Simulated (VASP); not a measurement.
A run of VASP 6.6.1:

File INCAR:

```
SYSTEM = LiCl
ALGO = Normal ; EDIFF = 1E-6
ENCUT = 520 ; GGA = PE
ISIF = 2 ; ISMEAR = 0
LASPH = .TRUE. ; LCHARG = .FALSE.
LREAL = .FALSE. ; LWAVE = .FALSE.
NBANDS = 12 ; NELM = 100
PREC = Accurate ; SIGMA = 0.01
```

File KPOINTS:

```
k-points
0
G
  6 6 6
  0 0 0
```

The input POSCAR:

```
LiCl
1.0
    0.0000000000      2.5560252152      2.5560252152
    2.5560252152      0.0000000000      2.5560252152
    2.5560252152      2.5560252152      0.0000000000
Li Cl
1 1
Direct
    0.0000000000      0.0000000000      0.0000000000
    0.5000000000      0.5000000000      0.5000000000
```

Potentials or basis: VASP PAW PBE potentials, release 64 (Li_sv, Cl).

Run with:

```sh
$ cat potpaw_PBE.64/Li_sv/POTCAR potpaw_PBE.64/Cl/POTCAR > POTCAR
$ mpirun -np 1 vasp_std > vasp.out
```

Hardware: 1 thread of AMD EPYC 9R45 96-Core Processor (Zen 5), with other jobs on the host.

Q: Estimate the wall time of this run.

A: Run time: 3.9 s on 1 thread of AMD EPYC 9R45 96-Core Processor (Zen 5) (shared host), peak memory 0.12 GiB. Counts: scf iterations 12, k points 16.
